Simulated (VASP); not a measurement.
# LaSiO3 (R-3c) in VASP: single point with PBE

Aim: the single point of LaSiO3 with PBE.

All numbers are computed with VASP 6.6.1; they aren't measurements. Logs are shortened: lines on timing, memory, paths and dates and some standing lists are left out, and cuts for length are marked.

## Step 1: The cell of the first run

It takes space group R-3c (No. 167, trigonal). Conventional cell: a = 5.523 Å, b = 5.523 Å, c = 13.385 Å, α = 90.00°, β = 90.00°, γ = 120.00°. Si (site symmetry -3) has 6 O at 1.97 Å within 2.6 Å. Within 2.6 Å of O (site symmetry 2) lie 2 Si at 1.97 Å and 1 La at 2.46 Å. La (site symmetry 32) has 12 O at 2.46 to 3.06 Å within 3.2 Å.

## Step 2: Single point, PBE

Contents of POSCAR:

```
LaSiO3
1.0
    2.7615220000      1.5943680000      4.4615600000
   -2.7615220000      1.5943680000      4.4615600000
    0.0000000000     -3.1887260000      4.4615600000
Si O La
2 6 2
Direct
    0.0000000000      0.0000000000      0.0000000000
    0.5000000000      0.5000000000      0.5000000000
    0.8048000000      0.6952000000      0.2500000000
    0.2500000000      0.8048000000      0.6952000000
    0.6952000000      0.2500000000      0.8048000000
    0.1952000000      0.3048000000      0.7500000000
    0.7500000000      0.1952000000      0.3048000000
    0.3048000000      0.7500000000      0.1952000000
    0.2500000000      0.2500000000      0.2500000000
    0.7500000000      0.7500000000      0.7500000000
```

Contents of INCAR.step1:

```
PREC = Accurate
ENCUT = 520
EDIFF = 1E-6
ISMEAR = 0
SIGMA = 0.0654
LREAL = F
LASPH = T
NELM = 60
ALGO = Normal
ISIF = 2
LWAVE = F
LCHARG = T
LMAXMIX = 6
GGA = PE
NBANDS = 44
```

Contents of KPOINTS.step1:

```
regular mesh
0
Gamma
  7 7 7
```

Contents of INCAR.step2:

```
PREC = Accurate
ENCUT = 520
EDIFF = 1E-6
ISMEAR = -5
SIGMA = 0.0654
LREAL = F
LASPH = T
NELM = 60
ALGO = Normal
ISIF = 2
LWAVE = F
LCHARG = F
LMAXMIX = 6
GGA = PE
LORBIT = 10
NEDOS = 1001
ICHARG = 11
```

Contents of KPOINTS.step2:

```
regular mesh
0
Gamma
  11 11 11
```

Potentials or basis: VASP PAW PBE potentials, release 64 (Si, O, La).

On the command line:

```bash
cat potpaw_PBE.64/Si/POTCAR potpaw_PBE.64/O/POTCAR potpaw_PBE.64/La/POTCAR > POTCAR
cp INCAR.step1 INCAR
cp KPOINTS.step1 KPOINTS
mpirun -np 1 vasp_std > vasp.out
cp INCAR.step2 INCAR
cp KPOINTS.step2 KPOINTS
mpirun -np 1 vasp_std > vasp.out
```

OUTCAR:

```text
PREC = Accurate
   ENCUT = 520
   EDIFF = 1E-6
   ISMEAR = -5
   LREAL = F
   LASPH = T
   NELM = 60
   ISIF = 2
   GGA = PE
   LORBIT = 10
   ICHARG = 11

 ion  position               nearest neighbor table
   1  0.000  0.000  0.000-   4 1.97   7 1.97   5 1.97   8 1.97   3 1.97   6 1.97   9 3.35  10 3.35
                            10 3.38   9 3.38  10 3.38  10 3.38   9 3.38   9 3.38
   2  0.500  0.500  0.500-   5 1.97   8 1.97   7 1.97   4 1.97   3 1.97   6 1.97   9 3.35  10 3.35
                             9 3.38  10 3.38   9 3.38   9 3.38  10 3.38  10 3.38
   3  0.805  0.695  0.250-   1 1.97   2 1.97   9 2.46  10 2.76  10 2.76
   4  0.250  0.805  0.695-   1 1.97   2 1.97   9 2.46  10 2.76  10 2.76
   5  0.695  0.250  0.805-   2 1.97   1 1.97   9 2.46  10 2.76  10 2.76
   6  0.195  0.305  0.750-   1 1.97   2 1.97  10 2.46   9 2.76   9 2.76
   7  0.750  0.195  0.305-   1 1.97   2 1.97  10 2.46   9 2.76   9 2.76
   8  0.305  0.750  0.195-   2 1.97   1 1.97  10 2.46   9 2.76   9 2.76
   9  0.250  0.250  0.250-   4 2.46   5 2.46   3 2.46   6 2.76   6 2.76   7 2.76   8 2.76   8 2.76
                             7 2.76   2 3.35   1 3.35   2 3.38   1 3.38   2 3.38   1 3.38   2 3.38
  10  0.750  0.750  0.750-   7 2.46   8 2.46   6 2.46   3 2.76   3 2.76   5 2.76   4 2.76   5 2.76
                             4 2.76   2 3.35   1 3.35   1 3.38   2 3.38   1 3.38   2 3.38   1 3.38

  LATTYP: Found a trigonal (rhomboedric) cell.
 ALAT       =     5.4839338717
 COS(alpha) =     0.4928428038

  Lattice vectors:

 A1 = (   2.7615220000,   1.5943680000,   4.4615600000)
 A2 = (  -2.7615220000,   1.5943680000,   4.4615600000)
 A3 = (   0.0000000000,  -3.1887260000,   4.4615600000)

Analysis of symmetry for initial positions (statically):
=====================================================================
 Subroutine PRICEL returns:
 Original cell was already a primitive cell.

 Routine SETGRP: Setting up the symmetry group for a
 trigonal (rhombohedral) supercell.

 Subroutine GETGRP returns: Found 12 space group operations
 (whereof  6 operations were pure point group operations)
 out of a pool of 12 trial point group operations.

The static configuration has the point symmetry S_6 .
 The point group associated with its full space group is D_3d.

Analysis of symmetry for dynamics (positions and initial velocities):
=====================================================================
 Subroutine PRICEL returns:
 Original cell was already a primitive cell.

 Routine SETGRP: Setting up the symmetry group for a
 trigonal (rhombohedral) supercell.

[... 150 lines left out ...]
   AEXX    =    0.0000 exact exchange contribution
   IVDW    =     0    specifies the selected vdW correction
   LEPSILON=     F    determine dielectric tensor
   LRPA    =     F    only Hartree local field effects (RPA)
 non-spin polarized calculation
 Fermi weights with tetrahedron method with Bloechl corrections
  energy-cutoff  :      520.00
  volume of cell :      117.86
 maximum number of plane-waves:      3196
 NGX is ok and might be reduce to    42

 number of electron      65.9999998 magnetization

 Free energy of the ion-electron system (eV)
  ---------------------------------------------------
  ext. energy  EPLUGINS =         0.00000000
  ---------------------------------------------------
  free energy    TOTEN  =       -75.03898648 eV

  energy without entropy =      -75.03898648  energy(sigma->0) =      -75.03898648

 E-fermi :  11.9288     XC(G=0): -11.5126

 val. band max:       11.9758600011   @ k =  -0.3636   0.2727   0.0909
 cond. band min:      11.9157480503   @ k =  -0.3636   0.1818   0.1818
 fundamental gap:     -0.0601119508
 Fermi energy:        11.9288257997

 k-point     1 :       0.0000    0.0000    0.0000
  band No.  band energies     occupation
      1     -22.6363      2.00000
      2     -22.4432      2.00000
      3     -10.8993      2.00000
      4      -9.7712      2.00000
      5      -9.7712      2.00000
      6      -9.5459      2.00000
[... 997 lines left out ...]
     38      12.3860      0.00000
     39      12.4493      0.00000

 [... further k-points ...]

------------------------ aborting loop because EDIFF is reached ----------------------------------------

  FORCE on cell =-STRESS in cart. coord.  units (eV):
  Direction    XX          YY          ZZ          XY          YZ          ZX
  --------------------------------------------------------------------------------------
  -------------------------------------------------------------------------------------
  Total        1.6923030      1.6923013      0.4484976     -0.0000000      0.0000003      0.0000000
  in kB       23.0045923     23.0045692      6.0967248     -0.0000000      0.0000046      0.0000000
  external PRESSURE =      17.3686288 kB  Pullay stress =       0.0000000 kB

 VOLUME and BASIS-vectors are now :
 -----------------------------------------------------------------------------
  energy-cutoff  :      520.00
  volume of cell :      117.86
      direct lattice vectors                 reciprocal lattice vectors
     2.761522000  1.594368000  4.461560000     0.181059575  0.104534847  0.074712205
    -2.761522000  1.594368000  4.461560000    -0.181059575  0.104534847  0.074712205
     0.000000000 -3.188726000  4.461560000     0.000000000 -0.209069694  0.074712439

 POSITION                                       TOTAL-FORCE (eV/Angst)
 -----------------------------------------------------------------------------------
      0.00000      0.00000      0.00000         0.000000      0.000000      0.000000
      0.00000      0.00001      6.69234         0.000000      0.000000      0.000000
      0.30266      1.59437      7.80773        -0.253834     -0.000000     -0.000000
     -1.53209     -0.53506      7.80773         0.126917     -0.219826      0.000000
      1.22943     -1.05929      7.80773         0.126917      0.219826      0.000000
     -0.30266     -1.59436      5.57695         0.253834     -0.000000      0.000000
      1.53209      0.53507      5.57695        -0.126917      0.219826      0.000000
     -1.22943      1.05930      5.57695        -0.126917     -0.219826      0.000000
      0.00000      0.00000      3.34617         0.000000      0.000000      0.000000
      0.00000      0.00001     10.03851        -0.000000     -0.000000      0.000000
 -----------------------------------------------------------------------------------
    total drift:                                0.000000     -0.000000      0.000000

  FREE ENERGIE OF THE ION-ELECTRON SYSTEM (eV)
  ---------------------------------------------------
  free  energy   TOTEN  =       -75.0389864806 eV

  energy  without entropy=      -75.0389864806  energy(sigma->0) =      -75.03898648

 total charge

# of ion       s       p       d       f       tot
--------------------------------------------------
    1        0.803   0.617   0.000   0.000   1.420
    2        0.803   0.617   0.000   0.000   1.420
    3        1.575   3.456   0.000   0.000   5.031
    4        1.575   3.456   0.000   0.000   5.031
    5        1.575   3.456   0.000   0.000   5.031
    6        1.575   3.456   0.000   0.000   5.031
    7        1.575   3.456   0.000   0.000   5.031
    8        1.575   3.456   0.000   0.000   5.031
    9        2.003   5.695   0.576   0.265   8.539
   10        2.003   5.695   0.576   0.265   8.539
--------------------------------------------------
tot         15.062  33.360   1.153   0.529  50.104
```

OUTCAR.step1:

```text
PREC = Accurate
   ENCUT = 520
   EDIFF = 1E-6
   ISMEAR = 0
   LREAL = F
[... 1388 lines left out ...]
      1.53209      0.53507      5.57695        -0.124241      0.215192     -0.000000
     -1.22943      1.05930      5.57695        -0.124241     -0.215192     -0.000000
      0.00000      0.00000      3.34617         0.000000      0.000000     -0.000000
      0.00000      0.00001     10.03851         0.000000     -0.000000     -0.000000
 -----------------------------------------------------------------------------------
    total drift:                               -0.000000      0.000000      0.000000

  FREE ENERGIE OF THE ION-ELECTRON SYSTEM (eV)
  ---------------------------------------------------
  free  energy   TOTEN  =       -75.0413564601 eV

  energy  without entropy=      -75.0322620728  energy(sigma->0) =      -75.03680927
```

Run time: 17 min. Hardware: 1 thread of Intel Xeon Platinum 8488C (Sapphire Rapids), shared host; peak memory 0.69 GiB.

What came out:

```
Valence electrons inside the program's atomic spheres : Si 1.42; O 5.03; La 8.54
```

Levels at points of the mesh, in eV from the Fermi level:
```tsv
k point	band 30	band 31	band 32	band 33	band 34	band 35	band 36	band 37
(0.00, 0.00, 0.00)	-5.19	-5.19	-5.08	-2.78	-0.25	-0.25	0.00	0.50
```

Caveat: spin-orbit coupling is left out, which moves the levels of the heavy elements; tetrahedron occupations give inexact forces and stress in metals.
